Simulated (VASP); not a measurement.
# BeMoC4 (P4/mmm) in VASP: a series of runs, part 2 of 2

VASP 6.6.1. Earlier steps stand in the parts before.

## 3. Relaxation of cell and atoms, PBE

This run uses another cell than the first one, of 8.88 Å³/atom, 0.997 times its volume.

Contents of INCAR:

```
  ALGO = Normal
  EDIFF = 1E-6
  EDIFFG = -0.01
  ENCUT = 600
  GGA = PE
  IBRION = 2
  ISIF = 3
  ISMEAR = 0
  LASPH = T
  LCHARG = F
  LREAL = F
  LWAVE = F
  NELM = 60
  NSW = 100
  PREC = Accurate
  SIGMA = 0.1
```

Contents of KPOINTS:

```
k-points
0
Gamma
  10 10 10
```

Contents of POSCAR:

```
BeMoC4
1.0
    3.6010385188      0.0000000000      0.0000000000
    0.0000000000      3.6010385188      0.0000000000
    0.0000000000      0.0000000000      4.1106334663
Be Mo C
1 1 4
Direct
    0.5000000000      0.5000000000      0.5000000000
    0.0000000000      0.0000000000      0.0000000000
    0.5000000000      0.0000000000      0.6640946110
    0.0000000000      0.5000000000      0.3359053890
    0.5000000000      0.0000000000      0.3359053890
    0.0000000000      0.5000000000      0.6640946110
```

Potentials or basis: VASP PAW PBE potentials, release 64 (Be, Mo_sv, C).

On the command line:

```console
$ cat potpaw_PBE.64/Be/POTCAR potpaw_PBE.64/Mo_sv/POTCAR potpaw_PBE.64/C/POTCAR > POTCAR
$ mpirun -np 1 vasp_std > vasp.out
```

OUTCAR:

```text
EDIFF = 1E-6
   EDIFFG = -0.01
   ENCUT = 600
   GGA = PE
   IBRION = 2
   ISIF = 3
   ISMEAR = 0
   LASPH = T
   LREAL = F
   NELM = 60
   NSW = 100
   PREC = Accurate

 ion  position               nearest neighbor table
   1  0.500  0.500  0.500-   3 1.92   4 1.92   5 1.92   6 1.92   3 1.92   5 1.92   4 1.92   6 1.92

   2  0.000  0.000  0.000-   3 2.27   4 2.27   5 2.27   6 2.27   4 2.27   6 2.27   3 2.27   5 2.27

   3  0.500  0.000  0.664-   5 1.35   1 1.92   1 1.92   2 2.27   2 2.27
   4  0.000  0.500  0.336-   6 1.35   1 1.92   1 1.92   2 2.27   2 2.27
   5  0.500  0.000  0.336-   3 1.35   1 1.92   1 1.92   2 2.27   2 2.27
   6  0.000  0.500  0.664-   4 1.35   1 1.92   1 1.92   2 2.27   2 2.27

  LATTYP: Found a simple tetragonal cell.
 ALAT       =     3.6010385188
 C/A-ratio  =     1.1415133287

  Lattice vectors:

 A1 = (   3.6010385188,   0.0000000000,   0.0000000000)
 A2 = (   0.0000000000,   3.6010385188,   0.0000000000)
 A3 = (   0.0000000000,   0.0000000000,   4.1106334663)

Analysis of symmetry for initial positions (statically):
=====================================================================
 Subroutine PRICEL returns:
 Original cell was already a primitive cell.

 Routine SETGRP: Setting up the symmetry group for a
 simple tetragonal supercell.

 Subroutine GETGRP returns: Found 16 space group operations
 (whereof 16 operations were pure point group operations)
 out of a pool of 16 trial point group operations.

The static configuration has the point symmetry D_4h.

Analysis of symmetry for dynamics (positions and initial velocities):
=====================================================================
 Subroutine PRICEL returns:
 Original cell was already a primitive cell.

 Routine SETGRP: Setting up the symmetry group for a
 simple tetragonal supercell.

 Subroutine GETGRP returns: Found 16 space group operations
 (whereof 16 operations were pure point group operations)
 out of a pool of 16 trial point group operations.

[... 137 lines left out ...]
   LEPSILON=     F    determine dielectric tensor
   LRPA    =     F    only Hartree local field effects (RPA)
 conjugate gradient relaxation of ions
 non-spin polarized calculation
 Gauss-broadening in eV      SIGMA  =   0.10
  energy-cutoff  :      600.00
  volume of cell :       53.30
 maximum number of plane-waves:      1828
 NGX is ok and might be reduce to    30
   NGX = 15   NGY = 15   NGZ = 17

--------------------------------------- Ionic step        1  -------------------------------------------

 number of electron      32.0000000 magnetization

 Free energy of the ion-electron system (eV)
  ---------------------------------------------------
  ext. energy  EPLUGINS =         0.00000000
  ---------------------------------------------------
  free energy    TOTEN  =       -45.13501741 eV

  energy without entropy =      -45.12516007  energy(sigma->0) =      -45.13008874

------------------------ aborting loop because EDIFF is reached ----------------------------------------

  FORCE on cell =-STRESS in cart. coord.  units (eV):
  Direction    XX          YY          ZZ          XY          YZ          ZX
  --------------------------------------------------------------------------------------
  -------------------------------------------------------------------------------------
  Total        0.2500714      0.2500714     -0.4359993      0.0000000      0.0000000     -0.0000000
  in kB        7.5164083      7.5164083    -13.1048508      0.0000000      0.0000000     -0.0000000
  external PRESSURE =       0.6426553 kB  Pullay stress =       0.0000000 kB
[... 147 lines left out ...]
--------------------------------------- Ionic step        5  -------------------------------------------

 number of electron      32.0000000 magnetization

 Free energy of the ion-electron system (eV)
  ---------------------------------------------------
  ext. energy  EPLUGINS =         0.00000000
  ---------------------------------------------------
  free energy    TOTEN  =       -45.13612513 eV

  energy without entropy =      -45.12582180  energy(sigma->0) =      -45.13097346

 E-fermi :   7.9649     XC(G=0): -12.0409

 val. band max:        7.9607346866   @ k =   0.2000   0.0000   0.4000
 cond. band min:       7.9660403508   @ k =   0.1000   0.1000   0.2000
 fundamental gap:      0.0053056642
 Fermi energy:         7.9648870347

 k-point     1 :       0.0000    0.0000    0.0000
  band No.  band energies     occupation
      1     -53.5877      2.00000
      2     -27.6542      2.00000
      3     -27.6182      2.00000
      4     -27.6182      2.00000
      5      -9.0319      2.00000
      6      -5.0054      2.00000
[... 541 lines left out ...]
     19      10.8446      0.00000
     20      11.7153      0.00000

 [... further k-points ...]

------------------------ aborting loop because EDIFF is reached ----------------------------------------

  FORCE on cell =-STRESS in cart. coord.  units (eV):
  Direction    XX          YY          ZZ          XY          YZ          ZX
  --------------------------------------------------------------------------------------
  -------------------------------------------------------------------------------------
  Total       -0.0018225     -0.0018225     -0.0539557      0.0000000      0.0000000     -0.0000000
  in kB       -0.0546121     -0.0546121     -1.6167780      0.0000000      0.0000000     -0.0000000
  external PRESSURE =      -0.5753341 kB  Pullay stress =       0.0000000 kB
[... 21 lines left out ...]
  FREE ENERGIE OF THE ION-ELECTRON SYSTEM (eV)
  ---------------------------------------------------
  free  energy   TOTEN  =       -45.1361251321 eV

  energy  without entropy=      -45.1258217972  energy(sigma->0) =      -45.13097346

 reached required accuracy - stopping structural energy minimisation
```

OSZICAR:

```text
N       E                     dE             d eps       ncg     rms          rms(c)
DAV:   1     0.214228100219E+03    0.21423E+03   -0.18277E+04  5040   0.173E+03
DAV:   2    -0.399767039841E+02   -0.25420E+03   -0.24388E+03  6120   0.399E+02
[... 41 lines left out ...]
       N       E                     dE             d eps       ncg     rms          rms(c)
DAV:   1    -0.451362647566E+02   -0.15379E-03   -0.30231E-03  5192   0.520E-01    0.102E-01
DAV:   2    -0.451362743123E+02   -0.95557E-05   -0.10658E-03  5640   0.267E-01    0.884E-02
DAV:   3    -0.451361285212E+02    0.14579E-03   -0.37399E-04  5680   0.136E-01    0.177E-02
DAV:   4    -0.451361245058E+02    0.40154E-05   -0.47826E-05  5428   0.569E-02    0.515E-03
DAV:   5    -0.451361251321E+02   -0.62630E-06   -0.12323E-06  3632   0.892E-03
   5 F= -.45136125E+02 E0= -.45130973E+02  d E =-.331843E-03
```

CONTCAR:

```text
BeMoC4
   1.00000000000000
     3.6082540479808793    0.0000000000000000    0.0000000000000000
     0.0000000000000000    3.6082540479808793    0.0000000000000000
     0.0000000000000000    0.0000000000000000    4.1068002113336703
  Be              Mo              C
     1     1     4
Direct
     0.5000000000000000    0.5000000000000000    0.5000000000000000
     0.0000000000000000    0.0000000000000000    0.0000000000000000
     0.5000000000000000    0.0000000000000000    0.6637225899368278
     0.0000000000000000    0.5000000000000000    0.3362774100631723
     0.5000000000000000    0.0000000000000000    0.3362774100631723
     0.0000000000000000    0.5000000000000000    0.6637225899368278

  0.00000000E+00  0.00000000E+00  0.00000000E+00
  0.00000000E+00  0.00000000E+00  0.00000000E+00
  0.00000000E+00  0.00000000E+00  0.00000000E+00
  0.00000000E+00  0.00000000E+00  0.00000000E+00
  0.00000000E+00  0.00000000E+00  0.00000000E+00
  0.00000000E+00  0.00000000E+00  0.00000000E+00
```

Run time: 3.5 min. Hardware: 1 thread of Intel Xeon 6975P-C (Granite Rapids), shared host; peak memory 0.3 GiB.

Results:

* Free energy: -45.1361 eV
* Relaxed volume: 8.91 Å³/atom
* Relaxed cell: a = 3.608 Å, b = 3.608 Å, c = 4.107 Å, α = 90.00°, β = 90.00°, γ = 90.00°
* Space group after relaxing (to 0.05 Å): P4/mmm (No. 123)
* Energy gained by relaxing: 0.2 meV/atom
* Ionic steps: 5
* Pressure after relaxing: -0.1 GPa
* Largest force after relaxing: 0.006 eV/Å
* Band gap on the k mesh: zero (band 16 reaches 8.37 eV, above the bottom of band 17 at 7.25 eV)

Forces in eV/Å, atoms in the order of the input:
```
Be   0.000  0.000  0.000
Mo   0.000  0.000  0.000
C    0.000  0.000  0.006
C    0.000  0.000 -0.006
C    0.000  0.000 -0.006
C    0.000  0.000  0.006
```

The path:
```csv
step,energy change (eV),largest force (eV/Å),pressure (GPa),volume (Å³)
1,0.0000,0.1360,0.06,53.30
2,0.0059,0.5112,1.85,53.33
3,-0.0008,0.0260,0.51,53.31
4,-0.0011,0.0008,-0.18,53.50
5,-0.0011,0.0063,-0.06,53.47
```

Final structure:
```
CELL_PARAMETERS angstrom
3.60825 0.00000 0.00000
0.00000 3.60825 0.00000
0.00000 0.00000 4.10680
ATOMIC_POSITIONS crystal
Be 0.50000 0.50000 0.50000
Mo 0.00000 0.00000 0.00000
C 0.50000 0.00000 0.66372
C 0.00000 0.50000 0.33628
C 0.50000 0.00000 0.33628
C 0.00000 0.50000 0.66372
```
